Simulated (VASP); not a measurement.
**Co: single point with PBE**

Crystal: Co.

```
CELL_PARAMETERS angstrom
2.49338 0.00000 0.00000
-1.24669 2.15933 0.00000
0.00000 0.00000 4.03106
ATOMIC_POSITIONS crystal
Co 0.33333 0.66667 0.75000
Co 0.66667 0.33333 0.25000
```

- Program: VASP 6.6.1
- Task: single point
- Functional: PBE
- Potentials or basis: VASP PAW PBE potentials, release 64 (Co)
- Cutoff: 520 eV
- k mesh: 20 × 20 × 10
- Occupations: gaussian, width 0.05 eV
- Spin: collinear spin, ferromagnetic start
- Starting moments: [1.85, 1.85] μB
- Dipole correction: no
- k mesh for the DOS: 30 × 30 × 15
- Occupations for the DOS: tetrahedron
- Further INCAR settings: ALGO = Fast; EDIFF = 1e-07

```json
{"Net moment": "3.19 μB per cell", "Site moments": "Co +1.62 μB", "Valence electrons inside the program's atomic spheres": "Co 8.27"}
```

Levels at points of the mesh, in eV from the Fermi level:
Spin up:
```csv
k point,band 9,band 10,band 11,band 12,band 13,band 14
"(0.00, 0.00, 0.00)",-1.93,-0.83,-0.83,-0.07,6.36,21.98
"(0.50, 0.00, 0.00)",-0.61,-0.54,1.31,3.32,9.69,10.34
```
Spin down:
| k point | band 4 | band 5 | band 6 | band 7 | band 8 | band 9 | band 10 | band 11 |
| --- | --- | --- | --- | --- | --- | --- | --- | --- |
| (0.00, 0.00, 0.00) | -0.95 | -0.95 | -0.59 | -0.59 | -0.17 | -0.17 | -0.14 | 1.05 |
| (0.50, 0.00, 0.00) | -1.85 | -1.11 | -1.03 | -0.62 | 1.18 | 1.31 | 1.34 | 2.53 |

Wall time 5.4 min on 1 thread of Intel(R) Xeon(R) Platinum 8488C (Sapphire Rapids), on a shared host, peak memory 0.48 GiB.
